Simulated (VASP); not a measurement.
# ZnSe (P4/nmm) in VASP: a series of runs, part 2 of 2

VASP 6.6.1. The steps go on from the part before.

### 4 Single point, LDA (atoms shifted along a free coordinate)

Input file INCAR:

```
PREC = Accurate
ENCUT = 520
EDIFF = 1E-6
ISMEAR = 0
SIGMA = 0.05
LREAL = F
LASPH = T
NELM = 80
ALGO = Normal
ISIF = 2
LWAVE = F
LCHARG = F
NBANDS = 26
```

Input file KPOINTS:

```
regular mesh
0
Gamma
  8 8 6
```

Input file POSCAR:

```
ZnSe
1.0
    3.9198109590      0.0000000000      0.0000000000
    0.0000000000      3.9198109590      0.0000000000
    0.0000000000      0.0000000000      5.1733436024
Zn Se
2 2
Direct
    0.0000000000      0.0000000000      0.0000000000
    0.5000000000      0.5000000000      0.0000000000
    0.0000000000      0.5000000000      0.2231634165
    0.5000000000      0.0000000000      0.7768365835
```

Potentials or basis: VASP PAW LDA potentials, release 64 (Zn, Se).

Launch:

```sh
cat potpaw_LDA.64/Zn/POTCAR potpaw_LDA.64/Se/POTCAR > POTCAR
mpirun -np 1 vasp_std > vasp.out
```

OUTCAR:

```text
PREC = Accurate
   ENCUT = 520
   EDIFF = 1E-6
   ISMEAR = 0
   LREAL = F
   LASPH = T
   NELM = 80
   ISIF = 2

 ion  position               nearest neighbor table
   1  0.000  0.000  0.000-   3 2.27   4 2.27   3 2.27   4 2.27   2 2.77   2 2.77   2 2.77   2 2.77

   2  0.500  0.500  0.000-   3 2.27   4 2.27   4 2.27   3 2.27   1 2.77   1 2.77   1 2.77   1 2.77

   3  0.000  0.500  0.223-   1 2.27   2 2.27   1 2.27   2 2.27
   4  0.500  0.000  0.777-   1 2.27   2 2.27   2 2.27   1 2.27

  LATTYP: Found a simple tetragonal cell.
 ALAT       =     3.9198109590
 C/A-ratio  =     1.3197941576

  Lattice vectors:

 A1 = (   3.9198109590,   0.0000000000,   0.0000000000)
 A2 = (   0.0000000000,   3.9198109590,   0.0000000000)
 A3 = (   0.0000000000,   0.0000000000,   5.1733436024)

Analysis of symmetry for initial positions (statically):
=====================================================================
 Subroutine PRICEL returns:
 Original cell was already a primitive cell.

 Routine SETGRP: Setting up the symmetry group for a
 simple tetragonal supercell.

 Subroutine GETGRP returns: Found 16 space group operations
 (whereof  8 operations were pure point group operations)
 out of a pool of 16 trial point group operations.

The static configuration has the point symmetry D_2d.
 The point group associated with its full space group is D_4h.

Analysis of symmetry for dynamics (positions and initial velocities):
=====================================================================
 Subroutine PRICEL returns:
 Original cell was already a primitive cell.

 Routine SETGRP: Setting up the symmetry group for a
 simple tetragonal supercell.

 Subroutine GETGRP returns: Found 16 space group operations
 (whereof  8 operations were pure point group operations)
 out of a pool of 16 trial point group operations.

The dynamic configuration has the point symmetry D_2d.
 The point group associated with its full space group is D_4h.

 Subroutine INISYM returns: Found 16 space group operations
 (whereof  8 operations are pure point group operations),
 and found     1 'primitive' translations

----------------------------------------------------------------------------------------

                                     Primitive cell

  volume of cell :      79.4880

  direct lattice vectors                    reciprocal lattice vectors
     3.919810959  0.000000000  0.000000000     0.255114344  0.000000000  0.000000000
     0.000000000  3.919810959  0.000000000     0.000000000  0.255114344  0.000000000
     0.000000000  0.000000000  5.173343602     0.000000000  0.000000000  0.193298585

  length of vectors
     3.919810959  3.919810959  5.173343602     0.255114344  0.255114344  0.193298585

  position of ions in fractional coordinates (direct lattice)
     0.000000000  0.000000000  0.000000000
     0.500000000  0.500000000  0.000000000
     0.000000000  0.500000000  0.223163417
     0.500000000  0.000000000  0.776836583

  ion indices of the primitive-cell ions
   primitive index   ion index
                 1           1
                 2           2
                 3           3
                 4           4
[... 21 lines left out ...]

 Subroutine IBZKPT returns following result:
 ===========================================

 Found     60 irreducible k-points:

 Following reciprocal coordinates:
            Coordinates               Weight
  0.000000  0.000000  0.000000      1.000000
  0.125000  0.000000  0.000000      4.000000
  0.250000  0.000000  0.000000      4.000000
  0.375000  0.000000  0.000000      4.000000
  0.500000  0.000000  0.000000      2.000000
  0.125000  0.125000  0.000000      4.000000
[... 16 lines left out ...]
  0.375000  0.125000  0.166667     16.000000
  0.500000  0.125000  0.166667      8.000000
 [... further k-points ...]
   k-points           NKPTS =     60   k-points in BZ     NKDIM =     60   number of bands    NBANDS=     26
   number of dos      NEDOS =    301   number of ions     NIONS =      4
   total plane-waves  NPLWV =  36000
   dimension x,y,z NGX =    30 NGY =   30 NGZ =   40
   dimension x,y,z NGXF=    60 NGYF=   60 NGZF=   80
   ions per type =               2   2
   NGX,Y,Z   is equivalent  to a cutoff of  12.72, 12.72, 12.85 a.u.
   NGXF,Y,Z  is equivalent  to a cutoff of  25.45, 25.45, 25.71 a.u.
 SYSTEM =  unknown system
   PREC   = accura    normal or accurate (medium, high low for compatibility)
   ISTART =      0    job   : 0-new  1-cont  2-samecut
   ICHARG =      2    charge: 1-file 2-atom 10-const
   ISPIN  =      1    spin polarized calculation?
   LNONCOLLINEAR =      F non collinear calculations
   LSORBIT =      F    spin-orbit coupling
   LASPH  =      T    aspherical Exc in radial PAW
   ENCUT  =  520.0 eV  38.22 Ry    6.18 a.u.   7.29  7.29  9.62*2*pi/ulx,y,z
   NELM   =     80;   NELMIN=  2; NELMDL= -5     # of ELM steps
   EDIFF  = 0.1E-05   stopping-criterion for ELM
   LREAL  =      F    real-space projection
   EDIFFG = 0.1E-04   stopping-criterion for IOM
   NSW    =      0    number of steps for IOM
   IBRION =     -1    ionic relax: 0-MD 1-quasi-New 2-CG
   NFREE  =      0    steps in history (QN), initial steepest desc. (CG)
   ISIF   =      2    stress and relaxation
   ISYM   =      2    0-nonsym 1-usesym 2-fastsym
   POTIM  = 0.5000    time-step for ionic-motion
   TEBEG  =    0.0;   TEEND  =   0.0 temperature during run
   PSTRESS=    0.0 pullay stress
   NELECT =      36.0000    total number of electrons
   NUPDOWN=      -1.0000    fix difference up-down
   EMIN   =  10.00;   EMAX   =-10.00  energy-range for DOS
   EFERMI =   0.00;   METHOD = LEGACY
   ISMEAR =     0;   SIGMA  =   0.05  broadening in eV -4-tet -1-fermi 0-gaus
   EFERMI_NEDOS =   21; number of points for ismear=-14 and -15
   IALGO  =     38    algorithm
   IMIX   =      4    mixing-type and parameters
     AMIX     =   0.40;   BMIX     =  1.00
     AMIX_MAG =   1.60;   BMIX_MAG =  1.00
  volume/ion in A,a.u.               =      19.87       134.10
  Fermi-wavevector in a.u.,A,eV,Ry     =   1.257212  2.375786 21.505120  1.580582
  Thomas-Fermi vector in A             =   2.390882
   LORBIT       =      0    0 simple, 1 ext, 2 COOP (PROOUT), +10 PAW based schemes
   GGA     = CA    functional components
   LHFCALC =     F    Hartree Fock is set to
   AEXX    =    0.0000 exact exchange contribution
   IVDW    =     0    specifies the selected vdW correction
   LEPSILON=     F    determine dielectric tensor
   LRPA    =     F    only Hartree local field effects (RPA)
 non-spin polarized calculation
 Gauss-broadening in eV      SIGMA  =   0.05
  energy-cutoff  :      520.00
  volume of cell :       79.49
 maximum number of plane-waves:      2158
 NGX is ok and might be reduce to    30
   NGX = 15   NGY = 15   NGZ = 19

 number of electron      35.9999949 magnetization

 Free energy of the ion-electron system (eV)
  ---------------------------------------------------
  ext. energy  EPLUGINS =         0.00000000
  ---------------------------------------------------
  free energy    TOTEN  =       -12.49519288 eV

  energy without entropy =      -12.49519288  energy(sigma->0) =      -12.49519288

 E-fermi :   3.2190     XC(G=0): -10.1318

 val. band max:        2.9530397436   @ k =   0.0000   0.0000   0.0000
 cond. band min:       3.7799760780   @ k =   0.0000   0.0000   0.0000
 fundamental gap:      0.8269363344
 Fermi energy:         3.2190445148

 k-point     1 :       0.0000    0.0000    0.0000
  band No.  band energies     occupation
      1     -12.3218      2.00000
      2     -10.4924      2.00000
      3      -5.3092      2.00000
      4      -5.2982      2.00000
      5      -5.2982      2.00000
      6      -5.2275      2.00000
[... 685 lines left out ...]
     25      11.4397      0.00000
     26      11.4397      0.00000

 [... further k-points ...]

------------------------ aborting loop because EDIFF is reached ----------------------------------------

  FORCE on cell =-STRESS in cart. coord.  units (eV):
  Direction    XX          YY          ZZ          XY          YZ          ZX
  --------------------------------------------------------------------------------------
  -------------------------------------------------------------------------------------
  Total       12.0005600     12.0005600      9.7793998      0.0000000      0.0000000      0.0000000
  in kB      241.8858845    241.8858845    197.1156990      0.0000000      0.0000000      0.0000000
  external PRESSURE =     226.9624893 kB  Pullay stress =       0.0000000 kB

 VOLUME and BASIS-vectors are now :
 -----------------------------------------------------------------------------
  energy-cutoff  :      520.00
  volume of cell :       79.49
      direct lattice vectors                 reciprocal lattice vectors
     3.919810959  0.000000000  0.000000000     0.255114344  0.000000000  0.000000000
     0.000000000  3.919810959  0.000000000     0.000000000  0.255114344  0.000000000
     0.000000000  0.000000000  5.173343602     0.000000000  0.000000000  0.193298585

 POSITION                                       TOTAL-FORCE (eV/Angst)
 -----------------------------------------------------------------------------------
      0.00000      0.00000      0.00000         0.000000     -0.000000      0.000000
      1.95991      1.95991      0.00000         0.000000      0.000000      0.000000
      0.00000      1.95991      1.15450         0.000000     -0.000000      4.474978
      1.95991      0.00000      4.01884        -0.000000      0.000000     -4.474978
 -----------------------------------------------------------------------------------
    total drift:                                0.000000      0.000000      0.000000

  FREE ENERGIE OF THE ION-ELECTRON SYSTEM (eV)
  ---------------------------------------------------
  free  energy   TOTEN  =       -12.4951928842 eV

  energy  without entropy=      -12.4951928842  energy(sigma->0) =      -12.49519288
```

OSZICAR:

```text
N       E                     dE             d eps       ncg     rms          rms(c)
DAV:   1     0.244808449575E+03    0.24481E+03   -0.17347E+04  3128   0.167E+03
DAV:   2     0.101487756204E+02   -0.23466E+03   -0.22468E+03  3194   0.350E+02
DAV:   3    -0.129178583702E+02   -0.23067E+02   -0.22853E+02  3748   0.111E+02
DAV:   4    -0.133813500073E+02   -0.46349E+00   -0.46288E+00  3586   0.158E+01
DAV:   5    -0.133843827055E+02   -0.30327E-02   -0.30322E-02  3700   0.122E+00    0.130E+01
DAV:   6    -0.125787615842E+02    0.80562E+00   -0.17397E+00  4136   0.398E+01    0.956E+00
DAV:   7    -0.125076653884E+02    0.71096E-01   -0.11097E+00  3334   0.734E+00    0.290E+00
DAV:   8    -0.124983966649E+02    0.92687E-02   -0.17033E-02  3626   0.127E+00    0.713E-01
DAV:   9    -0.124951642921E+02    0.32324E-02   -0.78085E-03  3316   0.525E-01    0.136E-01
DAV:  10    -0.124951860246E+02   -0.21733E-04   -0.56311E-04  3556   0.169E-01    0.623E-02
DAV:  11    -0.124951937275E+02   -0.77029E-05   -0.28123E-05  4682   0.105E-01    0.169E-02
DAV:  12    -0.124951928842E+02    0.84333E-06   -0.77656E-06  4220   0.484E-02
   1 F= -.12495193E+02 E0= -.12495193E+02  d E =-.375013E-16
```

Wall time 46 s (1 thread of AMD EPYC 9R45 (Zen 5), shared host); peak memory 0.2 GiB.

Results:

| Item | Value |
| --- | --- |
| Free energy | -12.4952 eV |
| Pressure | 22.7 GPa |
| Largest force | 4.475 eV/Å |
| Band gap on the k mesh | 0.83 eV |

Forces on the atoms (eV/Å):
```
Zn   0.000  0.000  0.000
Zn   0.000  0.000  0.000
Se   0.000  0.000  4.475
Se   0.000  0.000 -4.475
```

Caveat: the cell differs from its parent crystal (atoms shifted along a free coordinate); the cell stands under pressure; forces of over 1 eV/Å act on the atoms, so gaps and moduli don't describe the material at rest.

### 5 The runs side by side

| cell | gap on the mesh (eV) | pressure (GPa) | largest force (eV/Å) |
| --- | --- | --- | --- |
| a = 3.855, b = 3.855, c = 5.087 Å, 4 atoms, atomic positions A | 1.61 | 9.6 | 1.25 |
| a = 3.920, b = 3.920, c = 5.173 Å, 4 atoms, atomic positions B | 1.30 | 0.2 | 0.54 |
| a = 3.920, b = 3.920, c = 5.173 Å, 4 atoms, atomic positions C | 0.83 | 22.7 | 4.47 |

Alike in all rows: task single point; level LDA; potentials or basis VASP PAW LDA potentials, release 64 (Zn, Se); no spin polarisation; k mesh 8 × 8 × 6; cutoff (eV) 520; smearing gaussian 0.05 eV.

Caveats: the cell stands under pressure (at least some runs); forces of over 1 eV/Å act on the atoms, so gaps and moduli don't describe the material at rest (at least some runs).

Absolute energies hang on the potentials; compare differences alone.
